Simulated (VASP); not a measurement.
The system is Hf3C2.

```
CELL_PARAMETERS angstrom
3.29068 0.00000 0.00000
-1.64534 2.84981 0.00000
0.00000 0.00000 16.22173
ATOMIC_POSITIONS crystal
Hf 0.33333 0.66667 0.84388
Hf 0.66667 0.33333 0.34388
Hf 0.66667 0.33333 0.15612
Hf 0.33333 0.66667 0.65612
Hf 0.00000 0.00000 0.00000
Hf 0.00000 0.00000 0.50000
C 0.66667 0.33333 0.91410
C 0.33333 0.66667 0.41410
C 0.66667 0.33333 0.58590
C 0.33333 0.66667 0.08590
```

The cell was built from a structure type or drawn by symmetry, and may not be a known phase.

| Item | Value |
| --- | --- |
| Program | VASP 6.6.1 |
| Task | relaxation of cell and atoms |
| Functional | PBE |
| Potentials or basis | VASP PAW PBE potentials, release 64 (Hf_pv, C) |
| Cutoff | 600 eV |
| k mesh | 6 × 6 × 1 |
| Occupations | gaussian, width 0.2 eV |
| Spin | no spin polarisation |

At the start: pressure 0.1 GPa; volume 15.21 Å³/atom.

Task: How do energy, volume and symmetry change on relaxing?

Result: Over 6 steps the energy falls by 3.2 meV/atom and the volume is 15.34 Å³/atom (+0.8 %); space group P6_3/mmc (No. 194, to 0.1 Å) before and after.

Step by step:
```
step  energy change (eV)  largest force (eV/Å)  pressure (GPa)  volume (Å³)
   1              0.0000                0.2653            0.13       152.12
   2             -0.0228                0.1613            0.61       152.38
   3             -0.0228                0.1596            0.60       152.38
   4             -0.0283                0.1187           -0.73       153.71
   5             -0.0284                0.1153           -0.62       153.61
   6             -0.0317                0.0260            0.08       153.37
```

Final structure:
```
CELL_PARAMETERS angstrom
3.28419 0.00000 0.00000
-1.64209 2.84419 0.00000
0.00000 0.00000 16.41963
ATOMIC_POSITIONS crystal
Hf 0.33333 0.66667 0.84559
Hf 0.66667 0.33333 0.34559
Hf 0.66667 0.33333 0.15441
Hf 0.33333 0.66667 0.65441
Hf 0.00000 0.00000 0.00000
Hf 0.00000 0.00000 0.50000
C 0.66667 0.33333 0.91525
C 0.33333 0.66667 0.41525
C 0.66667 0.33333 0.58475
C 0.33333 0.66667 0.08475
```

Caveat: the k points lie up to 0.38 Å⁻¹ apart in the final cell, too coarse for converged energies and pressures of a metal.
